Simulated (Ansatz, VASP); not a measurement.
**One calculation of TaN, two programs**

INCAR

```
PREC = Accurate
ENCUT = 520
EDIFF = 1E-6
ISMEAR = -1
SIGMA = 0.05
LREAL = F
LASPH = T
NELM = 80
ALGO = Normal
ISIF = 2
LWAVE = F
LCHARG = F
GGA = PS
NBANDS = 15
```

The input KPOINTS:

```
regular mesh
0
Gamma
  10 10 10
```

POSCAR

```
TaN
1.0
    0.0000000000      2.2546932853      2.2546932853
    2.2546932853      0.0000000000      2.2546932853
    2.2546932853      2.2546932853      0.0000000000
Ta N
1 1
Direct
    0.5000000000      0.5000000000      0.5000000000
    0.0000000000      0.0000000000      0.0000000000
```

File input.yaml:

```yaml
crystal:
  lattice:
    - [0.0, 2.2546932853, 2.2546932853]
    - [2.2546932853, 0.0, 2.2546932853]
    - [2.2546932853, 2.2546932853, 0.0]
  atoms:
    - { symbol: Ta, position: [0.5, 0.5, 0.5] }
    - { symbol: "N", position: [0.0, 0.0, 0.0] }
kpoints:
  mp_grid: { grid: [10, 10, 10] }
scf:
  occupations: { method: fermi_dirac, width: 0.05 }
hamiltonian:
  xc: pbesol
  pseudopotentials: { kind: all_electron, lapw: { basis_error: 0.001 } }
output:
  forces: true
  stress: true
  eigenvalues: true
```

Change from the starting cell: volume scaled by 1.06.

Alike in both runs: task single point; functional PBEsol; k mesh 10 × 10 × 10; occupations fermi-dirac, width 0.05 eV; no spin polarisation.

```csv
,VASP,Ansatz
version,VASP 6.6.1,Ansatz 0.2.0
potentials or method,"VASP PAW PBE potentials, release 64 (Ta_pv, N), cutoff 520 eV","all-electron LAPW, scalar-relativistic"
```

|  | VASP | Ansatz | Ansatz less VASP |
| --- | --- | --- | --- |
| gap on the k mesh at the Fermi level (eV) | none | none | - |
| pressure (GPa) | -25.8 | -26.3 | -0.44 |

VASP's potentials were made for PBE, not for PBEsol. A gap of «none» marks a metal or a gap that the smearing closes. Ansatz ran all-electron here, and VASP with PAW potentials.

Spin-orbit coupling is off throughout.
